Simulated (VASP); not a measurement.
# AlN (P6_3/mmc) in VASP: settings compared, part 2 of 2

VASP 6.6.1. Earlier steps stand in the parts before.

## Step 5: Single point, LDA

This run uses another cell than the first one, of 9.53 Å³/atom, 0.982 times its volume.

The input, INCAR:

```
PREC     = Accurate       # precision mode
ENCUT    = 520            # plane-wave cutoff, eV
EDIFF    = 1E-6           # SCF threshold, eV
ISMEAR   = -1             # smearing method
SIGMA    = 0.02           # smearing width, eV
LREAL    = False          # projectors in reciprocal space
LASPH    = True           # aspherical terms in the spheres
NELM     = 60             # most SCF steps
ALGO     = Normal         # electronic algorithm
ISIF     = 2              # what is computed and relaxed
LWAVE    = False          # write WAVECAR
LCHARG   = False          # write CHGCAR
GGA      = CA             # functional
NBANDS   = 16             # bands
```

The input, KPOINTS:

```
Automatic mesh
0
Gamma
  12 12 6
```

The input, POSCAR:

```
AlN
1.0
    3.2757196395      0.0000000000      0.0000000000
   -1.6378598198      2.8368564235      0.0000000000
    0.0000000000      0.0000000000      4.1017953203
Al N
2 2
Direct
    0.3333333333      0.6666666667      0.2500000000
    0.6666666667      0.3333333333      0.7500000000
    0.6666666667      0.3333333333      0.2500000000
    0.3333333333      0.6666666667      0.7500000000
```

Potentials or basis: VASP PAW LDA potentials, release 64 (Al, N).

Run with:

```bash
> cat potpaw_LDA.64/Al/POTCAR potpaw_LDA.64/N/POTCAR > POTCAR
> mpirun -np 1 vasp_std > vasp.out
```

OUTCAR:

```text
PREC = Accurate
   ENCUT = 520
   EDIFF = 1E-6
   ISMEAR = -1
   LREAL = False
   LASPH = True
   NELM = 60
   ISIF = 2
   GGA = CA

 ion  position               nearest neighbor table
   1  0.333  0.667  0.250-   3 1.89   3 1.89   3 1.89   4 2.05   4 2.05   2 2.79   2 2.79   2 2.79
                             2 2.79   2 2.79   2 2.79
   2  0.667  0.333  0.750-   4 1.89   4 1.89   4 1.89   3 2.05   3 2.05   1 2.79   1 2.79   1 2.79
                             1 2.79   1 2.79   1 2.79
   3  0.667  0.333  0.250-   1 1.89   1 1.89   1 1.89   2 2.05   2 2.05
   4  0.333  0.667  0.750-   2 1.89   2 1.89   2 1.89   1 2.05   1 2.05

  LATTYP: Found a hexagonal cell.
 ALAT       =     3.2757196395
 C/A-ratio  =     1.2521814354

  Lattice vectors:

 A1 = (   3.2757196395,   0.0000000000,   0.0000000000)
 A2 = (  -1.6378598198,   2.8368564235,   0.0000000000)
 A3 = (   0.0000000000,   0.0000000000,   4.1017953203)

Analysis of symmetry for initial positions (statically):
=====================================================================
 Subroutine PRICEL returns:
 Original cell was already a primitive cell.

 Routine SETGRP: Setting up the symmetry group for a
 hexagonal supercell.

 Subroutine GETGRP returns: Found 24 space group operations
 (whereof 12 operations were pure point group operations)
 out of a pool of 24 trial point group operations.

The static configuration has the point symmetry D_3d.
 The point group associated with its full space group is D_6h.

Analysis of symmetry for dynamics (positions and initial velocities):
=====================================================================
 Subroutine PRICEL returns:
 Original cell was already a primitive cell.

 Routine SETGRP: Setting up the symmetry group for a
 hexagonal supercell.

 Subroutine GETGRP returns: Found 24 space group operations
 (whereof 12 operations were pure point group operations)
 out of a pool of 24 trial point group operations.

The dynamic configuration has the point symmetry D_3d.
 The point group associated with its full space group is D_6h.
[... 125 lines left out ...]
  Fermi-wavevector in a.u.,A,eV,Ry     =   1.225769  2.316368 20.442901  1.502511
  Thomas-Fermi vector in A             =   2.360795
   LORBIT       =      0    0 simple, 1 ext, 2 COOP (PROOUT), +10 PAW based schemes
   GGA     = CA    functional components
   LHFCALC =     F    Hartree Fock is set to
   AEXX    =    0.0000 exact exchange contribution
   IVDW    =     0    specifies the selected vdW correction
   LEPSILON=     F    determine dielectric tensor
   LRPA    =     F    only Hartree local field effects (RPA)
 non-spin polarized calculation
  energy-cutoff  :      520.00
  volume of cell :       38.12
 maximum number of plane-waves:      1047
   NGX = 13   NGY = 13   NGZ = 15

 number of electron      15.9999996 magnetization

 Free energy of the ion-electron system (eV)
  ---------------------------------------------------
  ext. energy  EPLUGINS =         0.00000000
  ---------------------------------------------------
  free energy    TOTEN  =       -32.48284638 eV

  energy without entropy =      -32.48284638  energy(sigma->0) =      -32.48284638

 E-fermi :   8.5591     XC(G=0): -11.6766

 val. band max:        8.1361424613   @ k =   0.0000   0.0000   0.0000
 cond. band min:      11.7623585109   @ k =   0.0000   0.0000   0.0000
 fundamental gap:      3.6262160497
 Fermi energy:         8.5591361583

 k-point     1 :       0.0000    0.0000    0.0000
  band No.  band energies     occupation
      1      -8.7978      2.00000
      2      -4.7990      2.00000
      3       1.0257      2.00000
      4       4.7444      2.00000
      5       4.7444      2.00000
      6       6.5028      2.00000
[... 433 lines left out ...]
      3       1.3417      2.00000
      4       3.1628      2.00000
      5       3.8754      2.00000
      6       4.0040      2.00000
[... 8 lines left out ...]
     15      19.8940      0.00000
     16      21.1644      0.00000

 [... further k-points ...]

------------------------ aborting loop because EDIFF is reached ----------------------------------------

  FORCE on cell =-STRESS in cart. coord.  units (eV):
  Direction    XX          YY          ZZ          XY          YZ          ZX
  --------------------------------------------------------------------------------------
  -------------------------------------------------------------------------------------
  Total        0.1570092      0.1570092      0.0873759     -0.0000000      0.0000000      0.0000000
  in kB        6.5996016      6.5996016      3.6726884     -0.0000000      0.0000000      0.0000000
  external PRESSURE =       5.6239639 kB  Pullay stress =       0.0000000 kB

 VOLUME and BASIS-vectors are now :
 -----------------------------------------------------------------------------
  energy-cutoff  :      520.00
  volume of cell :       38.12
      direct lattice vectors                 reciprocal lattice vectors
     3.275719640  0.000000000  0.000000000     0.305276431  0.176251430  0.000000000
    -1.637859820  2.836856424  0.000000000     0.000000000  0.352502859  0.000000000
     0.000000000  0.000000000  4.101795320     0.000000000  0.000000000  0.243795685

 POSITION                                       TOTAL-FORCE (eV/Angst)
 -----------------------------------------------------------------------------------
     -0.00000      1.89124      1.02545        -0.000000      0.000000      0.000000
      1.63786      0.94562      3.07635         0.000000     -0.000000      0.000000
      1.63786      0.94562      1.02545         0.000000      0.000000      0.000000
     -0.00000      1.89124      3.07635         0.000000     -0.000000      0.000000
 -----------------------------------------------------------------------------------
    total drift:                               -0.000000      0.000000      0.000000

  FREE ENERGIE OF THE ION-ELECTRON SYSTEM (eV)
  ---------------------------------------------------
  free  energy   TOTEN  =       -32.4828463759 eV

  energy  without entropy=      -32.4828463759  energy(sigma->0) =      -32.48284638
```

Wall time 22 s (1 thread of Intel Xeon Platinum 8259CL at 2.50GHz (Skylake/Cascade Lake), shared host); peak memory 0.15 GiB.

What came out:

- Free energy: -32.4828 eV
- Pressure: 0.6 GPa
- Band gap on the k mesh: 3.63 eV, direct

## Step 6: Single point, PBE

The input, INCAR:

```
PREC = Accurate
ENCUT = 520
EDIFF = 1E-7
ISMEAR = -1
SIGMA = 0.02
LREAL = F
LASPH = T
NELM = 80
ALGO = Normal
ISIF = 2
LWAVE = F
LCHARG = T
GGA = PE
LELF = T
LVHAR = T
NBANDS = 16
```

The input, KPOINTS:

```
regular mesh
0
Gamma
  12 12 6
```

The input, POSCAR:

```
AlN
1.0
    3.2923469533      0.0000000000      0.0000000000
   -1.6461734767      2.8512560996      0.0000000000
    0.0000000000      0.0000000000      4.1369585597
Al N
2 2
Direct
    0.3333333333      0.6666666667      0.2500000000
    0.6666666667      0.3333333333      0.7500000000
    0.6666666667      0.3333333333      0.2500000000
    0.3333333333      0.6666666667      0.7500000000
```

Potentials or basis: VASP PAW PBE potentials, release 64 (Al, N).

Run with:

```bash
> cat potpaw_PBE.64/Al/POTCAR potpaw_PBE.64/N/POTCAR > POTCAR
> mpirun -np 1 vasp_std > vasp.out
```

OUTCAR:

```text
PREC = Accurate
   ENCUT = 520
   EDIFF = 1E-7
   ISMEAR = -1
   LREAL = F
   LASPH = T
   NELM = 80
   ISIF = 2
   GGA = PE

 ion  position               nearest neighbor table
   1  0.333  0.667  0.250-   3 1.90   3 1.90   3 1.90   4 2.07   4 2.07   2 2.81   2 2.81   2 2.81
                             2 2.81   2 2.81   2 2.81
   2  0.667  0.333  0.750-   4 1.90   4 1.90   4 1.90   3 2.07   3 2.07   1 2.81   1 2.81   1 2.81
                             1 2.81   1 2.81   1 2.81
   3  0.667  0.333  0.250-   1 1.90   1 1.90   1 1.90   2 2.07   2 2.07
   4  0.333  0.667  0.750-   2 1.90   2 1.90   2 1.90   1 2.07   1 2.07

  LATTYP: Found a hexagonal cell.
 ALAT       =     3.2923469533
 C/A-ratio  =     1.2565378493

  Lattice vectors:

 A1 = (   3.2923469533,   0.0000000000,   0.0000000000)
 A2 = (  -1.6461734767,   2.8512560996,   0.0000000000)
 A3 = (   0.0000000000,   0.0000000000,   4.1369585597)

Analysis of symmetry for initial positions (statically):
=====================================================================
 Subroutine PRICEL returns:
 Original cell was already a primitive cell.

 Routine SETGRP: Setting up the symmetry group for a
 hexagonal supercell.

 Subroutine GETGRP returns: Found 24 space group operations
 (whereof 12 operations were pure point group operations)
 out of a pool of 24 trial point group operations.

The static configuration has the point symmetry D_3d.
 The point group associated with its full space group is D_6h.

Analysis of symmetry for dynamics (positions and initial velocities):
=====================================================================
 Subroutine PRICEL returns:
 Original cell was already a primitive cell.

 Routine SETGRP: Setting up the symmetry group for a
 hexagonal supercell.

 Subroutine GETGRP returns: Found 24 space group operations
 (whereof 12 operations were pure point group operations)
 out of a pool of 24 trial point group operations.

The dynamic configuration has the point symmetry D_3d.
 The point group associated with its full space group is D_6h.

 Subroutine INISYM returns: Found 24 space group operations
 (whereof 12 operations are pure point group operations),
 and found     1 'primitive' translations

----------------------------------------------------------------------------------------

                                     Primitive cell

  volume of cell :      38.8350

  direct lattice vectors                    reciprocal lattice vectors
     3.292346953  0.000000000  0.000000000     0.303734696  0.175361308  0.000000000
    -1.646173477  2.851256100  0.000000000     0.000000000  0.350722617  0.000000000
     0.000000000  0.000000000  4.136958560     0.000000000  0.000000000  0.241723475

  length of vectors
     3.292346953  3.292346953  4.136958560     0.350722617  0.350722617  0.241723475

  position of ions in fractional coordinates (direct lattice)
     0.333333333  0.666666667  0.250000000
     0.666666667  0.333333333  0.750000000
     0.666666667  0.333333333  0.250000000
     0.333333333  0.666666667  0.750000000

  ion indices of the primitive-cell ions
   primitive index   ion index
                 1           1
                 2           2
                 3           3
[... 25 lines left out ...]

 Found     76 irreducible k-points:

 Following reciprocal coordinates:
            Coordinates               Weight
  0.000000  0.000000  0.000000      1.000000
  0.083333  0.000000  0.000000      6.000000
  0.166667  0.000000  0.000000      6.000000
  0.250000  0.000000  0.000000      6.000000
  0.333333  0.000000  0.000000      6.000000
  0.416667  0.000000  0.000000      6.000000
[... 16 lines left out ...]
  0.250000  0.000000  0.166667     12.000000
  0.333333  0.000000  0.166667     12.000000
 [... further k-points ...]
   k-points           NKPTS =     76   k-points in BZ     NKDIM =     76   number of bands    NBANDS=     16
   number of dos      NEDOS =    301   number of ions     NIONS =      4
   total plane-waves  NPLWV =  18432
   dimension x,y,z NGX =    24 NGY =   24 NGZ =   32
   dimension x,y,z NGXF=    48 NGYF=   48 NGZF=   64
   ions per type =               2   2
   NGX,Y,Z   is equivalent  to a cutoff of  12.12, 12.12, 12.86 a.u.
   NGXF,Y,Z  is equivalent  to a cutoff of  24.24, 24.24, 25.72 a.u.
 SYSTEM =  unknown system
   PREC   = accura    normal or accurate (medium, high low for compatibility)
   ISTART =      0    job   : 0-new  1-cont  2-samecut
   ICHARG =      2    charge: 1-file 2-atom 10-const
   ISPIN  =      1    spin polarized calculation?
   LNONCOLLINEAR =      F non collinear calculations
   LSORBIT =      F    spin-orbit coupling
   LASPH  =      T    aspherical Exc in radial PAW
   ENCUT  =  520.0 eV  38.22 Ry    6.18 a.u.   6.12  6.12  7.69*2*pi/ulx,y,z
   NELM   =     80;   NELMIN=  2; NELMDL= -5     # of ELM steps
   EDIFF  = 0.1E-06   stopping-criterion for ELM
   LREAL  =      F    real-space projection
   EDIFFG = 0.1E-05   stopping-criterion for IOM
   NSW    =      0    number of steps for IOM
   IBRION =     -1    ionic relax: 0-MD 1-quasi-New 2-CG
   NFREE  =      0    steps in history (QN), initial steepest desc. (CG)
   ISIF   =      2    stress and relaxation
   ISYM   =      2    0-nonsym 1-usesym 2-fastsym
   POTIM  = 0.5000    time-step for ionic-motion
   TEBEG  =    0.0;   TEEND  =   0.0 temperature during run
   PSTRESS=    0.0 pullay stress
   NELECT =      16.0000    total number of electrons
   NUPDOWN=      -1.0000    fix difference up-down
   EMIN   =  10.00;   EMAX   =-10.00  energy-range for DOS
   EFERMI =   0.00;   METHOD = LEGACY
   ISMEAR =    -1;   SIGMA  =   0.02  broadening in eV -4-tet -1-fermi 0-gaus
   EFERMI_NEDOS =   21; number of points for ismear=-14 and -15
   IALGO  =     38    algorithm
   IMIX   =      4    mixing-type and parameters
     AMIX     =   0.40;   BMIX     =  1.00
     AMIX_MAG =   1.60;   BMIX_MAG =  1.00
  volume/ion in A,a.u.               =       9.71        65.52
  Fermi-wavevector in a.u.,A,eV,Ry     =   1.218168  2.302004 20.190136  1.483933
  Thomas-Fermi vector in A             =   2.353464
   LORBIT       =      0    0 simple, 1 ext, 2 COOP (PROOUT), +10 PAW based schemes
   GGA     = PE    functional components
   LHFCALC =     F    Hartree Fock is set to
   AEXX    =    0.0000 exact exchange contribution
   IVDW    =     0    specifies the selected vdW correction
   LEPSILON=     F    determine dielectric tensor
   LRPA    =     F    only Hartree local field effects (RPA)
 non-spin polarized calculation
  energy-cutoff  :      520.00
  volume of cell :       38.83
 maximum number of plane-waves:      1066
   NGX = 13   NGY = 13   NGZ = 15

 number of electron      16.0000000 magnetization

 Free energy of the ion-electron system (eV)
  ---------------------------------------------------
  ext. energy  EPLUGINS =         0.00000000
  ---------------------------------------------------
  free energy    TOTEN  =       -29.30357441 eV

  energy without entropy =      -29.30357441  energy(sigma->0) =      -29.30357441

 E-fermi :   8.5954     XC(G=0): -11.2672

 val. band max:        8.1989619671   @ k =   0.0000   0.0000   0.0000
 cond. band min:      11.6649805443   @ k =   0.0000   0.0000   0.0000
 fundamental gap:      3.4660185771
 Fermi energy:         8.5954178305

 k-point     1 :       0.0000    0.0000    0.0000
  band No.  band energies     occupation
      1      -8.7539      2.00000
      2      -4.9805      2.00000
      3       1.2230      2.00000
      4       4.8647      2.00000
      5       4.8647      2.00000
      6       6.5802      2.00000
[... 433 lines left out ...]
      3       1.5288      2.00000
      4       3.2765      2.00000
      5       4.0179      2.00000
      6       4.1123      2.00000
[... 8 lines left out ...]
     15      20.0363      0.00000
     16      21.1671      0.00000

 [... further k-points ...]

------------------------ aborting loop because EDIFF is reached ----------------------------------------

  FORCE on cell =-STRESS in cart. coord.  units (eV):
  Direction    XX          YY          ZZ          XY          YZ          ZX
  --------------------------------------------------------------------------------------
  -------------------------------------------------------------------------------------
  Total        1.2091108      1.2091108      1.2749196     -0.0000000      0.0000000      0.0000000
  in kB       49.8831305     49.8831305     52.5981411     -0.0000000      0.0000000      0.0000000
  external PRESSURE =      50.7881340 kB  Pullay stress =       0.0000000 kB

 VOLUME and BASIS-vectors are now :
 -----------------------------------------------------------------------------
  energy-cutoff  :      520.00
  volume of cell :       38.83
      direct lattice vectors                 reciprocal lattice vectors
     3.292346953  0.000000000  0.000000000     0.303734696  0.175361308  0.000000000
    -1.646173477  2.851256100  0.000000000     0.000000000  0.350722617  0.000000000
     0.000000000  0.000000000  4.136958560     0.000000000  0.000000000  0.241723475

 POSITION                                       TOTAL-FORCE (eV/Angst)
 -----------------------------------------------------------------------------------
     -0.00000      1.90084      1.03424         0.000000     -0.000000      0.000000
      1.64617      0.95042      3.10272        -0.000000      0.000000      0.000000
      1.64617      0.95042      1.03424        -0.000000      0.000000      0.000000
     -0.00000      1.90084      3.10272         0.000000     -0.000000      0.000000
 -----------------------------------------------------------------------------------
    total drift:                               -0.000000      0.000000     -0.000000

  FREE ENERGIE OF THE ION-ELECTRON SYSTEM (eV)
  ---------------------------------------------------
  free  energy   TOTEN  =       -29.3035744090 eV

  energy  without entropy=      -29.3035744090  energy(sigma->0) =      -29.30357441
```

stdout:

```text
POSCAR found type information on POSCAR AlN
 POSCAR found :  2 types and       4 ions
 scaLAPACK will be used
 LDA part: xc-table for (Slater+PW92), standard interpolation
 POSCAR, INCAR and KPOINTS ok, starting setup
 FFT: planning ... GRIDC
 FFT: planning ... GRID_SOFT
 FFT: planning ... GRID
 WAVECAR not read
 entering main loop
```

Wall time 27 s (1 thread of Intel Xeon Platinum 8259CL at 2.50GHz (Skylake/Cascade Lake), shared host); peak memory 0.17 GiB.

What came out:

```
Free energy            : -29.3036 eV
Pressure               : 5.1 GPa
Band gap on the k mesh : 3.47 eV, direct
```

Levels at points of the mesh, in eV from the valence-band top:
| k point | band 4 | band 5 | band 6 | band 7 | band 8 | band 9 | band 10 | band 11 | band 12 | band 13 |
| --- | --- | --- | --- | --- | --- | --- | --- | --- | --- | --- |
| (0.00, 0.00, 0.00) | -3.33 | -3.33 | -1.62 | -1.62 | 0.00 | 3.47 | 4.60 | 8.36 | 8.36 | 11.46 |
| (0.50, 0.00, 0.00) | -4.81 | -4.56 | -4.29 | -2.94 | -1.43 | 3.95 | 7.30 | 7.37 | 9.26 | 9.59 |
| (0.00, 0.00, 0.50) | -3.74 | -2.52 | -2.52 | -2.52 | -2.52 | 5.83 | 5.83 | 8.52 | 8.52 | 8.52 |
| (0.50, 0.00, 0.50) | -7.35 | -3.29 | -3.29 | -1.76 | -1.76 | 5.18 | 5.18 | 9.56 | 9.56 | 11.73 |

A k mesh can miss the band edges. A hybrid or GW would open this gap; PBE tends to underestimate it.

## Step 7: Summary

```tsv
level	potentials or basis	cell	k mesh	smearing	grid for exact exchange (PRECFOCK)	gap on the mesh (eV)	pressure (GPa)
HF	VASP PAW PBE potentials, release 64 (Al, N)	a = 3.292, b = 3.292, c = 4.137 Å, angles 90.0, 90.0, 120.0°, 4 atoms	6 × 6 × 4	gaussian 0.01 eV	Normal	10.23	-1.4
PBE	VASP PAW PBE potentials, release 64 (Al, N)	a = 3.292, b = 3.292, c = 4.137 Å, angles 90.0, 90.0, 120.0°, 4 atoms	6 × 6 × 4	gaussian 0.01 eV	-	3.47	5.1
LDA	VASP PAW LDA potentials, release 64 (Al, N)	a = 3.276, b = 3.276, c = 4.102 Å, angles 90.0, 90.0, 120.0°, 4 atoms	12 × 12 × 6	fermi-dirac 0.02 eV	-	3.63	0.6
PBE	VASP PAW PBE potentials, release 64 (Al, N)	a = 3.292, b = 3.292, c = 4.137 Å, angles 90.0, 90.0, 120.0°, 4 atoms	12 × 12 × 6	fermi-dirac 0.02 eV	-	3.47	5.1
```

Alike in all rows: task single point; no spin polarisation; cutoff (eV) 520.

Caveats: the PAW data sets were made with another functional, which shifts forces and pressure a little (some runs).

Absolute energies hang on the potentials; compare differences alone.
